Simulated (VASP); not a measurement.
Input of a VASP 6.6.1 run:

INCAR

```
SYSTEM = RbBr
PREC = Accurate
ENCUT = 600
EDIFF = 1E-6
ISMEAR = 0
SIGMA = 0.01
LREAL = .FALSE.
LASPH = .TRUE.
NELM = 100
ALGO = Normal
ISIF = 3
LWAVE = .FALSE.
LCHARG = .FALSE.
GGA = PS
IBRION = 2
NSW = 100
EDIFFG = -0.002
PSTRESS = 10.0
```

KPOINTS

```
Automatic mesh
0
G
  6 6 6
  0 0 0
```

POSCAR

```
RbBr
1.0
    4.0700891042      0.0000000000      0.0000000000
    0.0000000000      4.0700891042      0.0000000000
    0.0000000000      0.0000000000      4.0700891042
Rb Br
1 1
Direct
    0.0000000000      0.0000000000      0.0000000000
    0.5000000000      0.5000000000      0.5000000000
```

Potentials or basis: VASP PAW PBE potentials, release 64 (Rb_sv, Br).

The run is started by

```bash
$ cat potpaw_PBE.64/Rb_sv/POTCAR potpaw_PBE.64/Br/POTCAR > POTCAR
$ mpirun -np 1 vasp_std > vasp.out
```

**Question.** Estimate the band gap on the k mesh.

**Answer.** 4.21 eV (least direct gap 4.37 eV).

**Question.** What does it give for the relaxed cell?

**Answer.** a = 4.007 Å, b = 4.007 Å, c = 4.007 Å, α = 90.00°, β = 90.00°, γ = 90.00°.

Step by step:
```
step  energy change (eV)  largest force (eV/Å)  pressure (GPa)  volume (Å³)
   1              0.0000                0.0000            0.09        67.42
   2              0.0040                0.0000            0.61        65.57
   3              0.0102                0.0000            1.01        64.33
```

Caveat: the cell is relaxed towards a set pressure, so the run minimises the enthalpy, not the energy; the PAW data sets were made with another functional, which shifts forces and pressure a little. A k mesh can miss the band edges.
